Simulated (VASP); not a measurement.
**Si: single point with LDA**

Crystal: Si.

```xyz
2
Lattice="0.0000 2.7010 2.7010 2.7010 0.0000 2.7010 2.7010 2.7010 0.0000" Properties=species:S:1:pos:R:3 pbc="T T T"
Si    2.7010    2.7010    2.7010
Si    4.0514    4.0514    4.0514
```

```
Program                : VASP 6.6.1
Task                   : single point
Functional             : LDA
Potentials or basis    : VASP PAW LDA potentials, release 64 (Si)
Cutoff                 : 500 eV
k mesh                 : 11 × 11 × 11
Occupations            : fermi-dirac, width 0.05 eV
Spin                   : no spin polarisation
Dipole correction      : no
Further INCAR settings : ALGO = Normal; EDIFF = 1e-06; NBANDS = 11
```

| Property | Result |
| --- | --- |
| Pressure | 0.0 GPa |
| Band gap on the k mesh | 0.46 eV (least direct gap 2.53 eV) |

Levels at points of the mesh, in eV from the valence-band top:
```tsv
k point	band 1	band 2	band 3	band 4	band 5	band 6	band 7	band 8	band 9
(0.00, 0.00, 0.00)	-12.07	0.00	0.00	0.00	2.53	2.53	2.53	3.39	7.74
```

Run time: 15 s on 1 thread of Intel Xeon 8259CL, on a shared host, peak memory 0.14 GiB.

Caveat: semilocal functionals underestimate gaps, and a narrow one can read as zero; an odd mesh through Γ misses points on the zone boundary, where band edges can lie.
